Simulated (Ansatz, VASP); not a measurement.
# BaS in VASP and in Ansatz

INCAR

```
SYSTEM = BaS
ALGO = Normal
EDIFF = 1E-6
ENCUT = 500
GGA = PE
GGA_COMPAT = .FALSE.
ISIF = 2
ISMEAR = 0
LASPH = .TRUE.
LCHARG = .TRUE.
LELF = .TRUE.
LREAL = .FALSE.
LVHAR = .TRUE.
LWAVE = .FALSE.
NBANDS = 15
NELM = 120
PREC = Accurate
SIGMA = 0.1
```

KPOINTS

```
k-points
0
G
  6 6 6
  0 0 0
```

File POSCAR:

```
BaS
1.0
    0.0000000000      3.1850000000      3.1850000000
    3.1850000000      0.0000000000      3.1850000000
    3.1850000000      3.1850000000      0.0000000000
Ba S
1 1
Direct
    0.0000000000      0.0000000000      0.0000000000
    0.5000000000      0.5000000000      0.5000000000
```

Input for Ansatz:

```yaml
crystal:
  lattice:
    - [0.0, 3.185, 3.185]
    - [3.185, 0.0, 3.185]
    - [3.185, 3.185, 0.0]
  atoms:
    - { symbol: Ba, position: [0.0, 0.0, 0.0] }
    - { symbol: S, position: [0.5, 0.5, 0.5] }
basis:
  ecutwfc: 420
kpoints:
  mp_grid: { grid: [6, 6, 6] }
hamiltonian:
  xc: pbe
  pseudopotentials: { kind: paw, azcp: { folder: soft_1 } }
scf:
  occupations: { method: gaussian, width: 0.1 }
output:
  forces: true
  stress: true
  eigenvalues: true
```

Alike in both runs: task single point; functional PBE; k mesh 6 × 6 × 6; occupations gaussian, width 0.1 eV; no spin polarisation.

```csv
,VASP,Ansatz
version,VASP 6.6.1,Ansatz 0.2.0
potentials or method,"VASP PAW PBE potentials, release 64 (Ba_sv, S), cutoff 500 eV","scalar-relativistic, plane waves, PAW"
valence electrons in the cell,16,16
```

Ansatz gave:

```
gap on the k mesh at the Fermi level (eV) : 2.19
least direct gap on the mesh (eV)         : 2.29
pressure (GPa)                            : 1.2
```

Q: What did VASP give for the same quantities?

A: gap on the k mesh at the Fermi level (eV): 2.09; least direct gap on the mesh (eV): 2.22; pressure (GPa): 1.8.

Neither program's run includes spin-orbit coupling.
